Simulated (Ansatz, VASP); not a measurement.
CsOs2: VASP beside Ansatz

```
Cs Os
1.0
     0.00000    3.25030    3.25030
     3.25030    0.00000    3.25030
     3.25030    3.25030    0.00000
Cs Os
1 2
Cartesian
  0.0000 0.0000 0.0000
  4.8755 4.8755 4.8755
  3.2503 3.2503 3.2503
```

Change from the starting cell: species swapped into the Cu2Se type (F-43m, No. 216).

Alike in both runs: functional PBE; k mesh 12 × 12 × 12; occupations gaussian, width 0.1 eV; no spin polarisation.

Ansatz relaxed the structure, and its values are those at the end. VASP's run is a single point on that final structure, the one shown.

|  | VASP | Ansatz |
| --- | --- | --- |
| version | VASP 6.6.1 | Ansatz 0.2.0 |
| potentials or method | VASP PAW PBE potentials, release 64 (Cs_sv, Os), cutoff 520 eV | scalar-relativistic, plane waves, PAW |
| valence electrons in the cell | 25 | 41 |

```tsv
	VASP	Ansatz	Ansatz less VASP
gap on the k mesh at the Fermi level (eV)	none	none	-
pressure (GPa)	1.5	0.0	-1.50
```

A gap of «none» marks a metal or a gap that the smearing closes. VASP's potentials hold 25 valence electrons a cell and Ansatz's 41, so a difference there can come from the potentials and not from the codes.

Spin-orbit coupling is off throughout.
